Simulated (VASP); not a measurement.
Input of a VASP 6.6.1 run:

File POSCAR:

```
Al
1.0
   -1.5514382228      1.5514382228      1.6707796245
    1.5514382228     -1.5514382228      1.6707796245
    1.5514382228      1.5514382228     -1.6707796245
Al
1
Direct
    0.0000000000      0.0000000000      0.0000000000
```

Contents of INCAR.step1:

```
SYSTEM = Al
PREC = Accurate ; ENCUT = 520
ISMEAR = 0 ; SIGMA = 0.15
LREAL = .False. ; LASPH = .True.
NELM = 80 ; NBANDS = 8
GGA = PE ; ALGO = Normal
EDIFF = 1E-4 ; LWAVE = .True.
LCHARG = .False.
```

Contents of INCAR.step2:

```
SYSTEM = Al
PREC = Accurate ; ENCUT = 520
EDIFF = 1E-7 ; ISMEAR = 0
SIGMA = 0.15 ; LREAL = .False.
LASPH = .True. ; NELM = 80
ALGO = Normal ; ISIF = 2
LWAVE = .False. ; LCHARG = .True.
METAGGA = R2SCAN ; LMIXTAU = .True.
LELF = .True. ; LVHAR = .True.
NBANDS = 8 ; ISTART = 1
```

KPOINTS

```
regular mesh
0
Gamma
  20 20 20
  0 0 0
```

Potentials or basis: VASP PAW PBE potentials, release 64 (Al).

Command:

```console
$ cat potpaw_PBE.64/Al/POTCAR > POTCAR
$ cp INCAR.step1 INCAR
$ mpirun -np 1 vasp_std > vasp.out
$ cp INCAR.step2 INCAR
$ mpirun -np 1 vasp_std > vasp.out
```

(1) Predict the pressure.

## Answers

(1) 0.2 GPa.

Caveat: the cell differs from its parent crystal (strain -0.025 along x and y, +0.050 along z); the PAW data sets were made with another functional, which shifts forces and pressure a little.
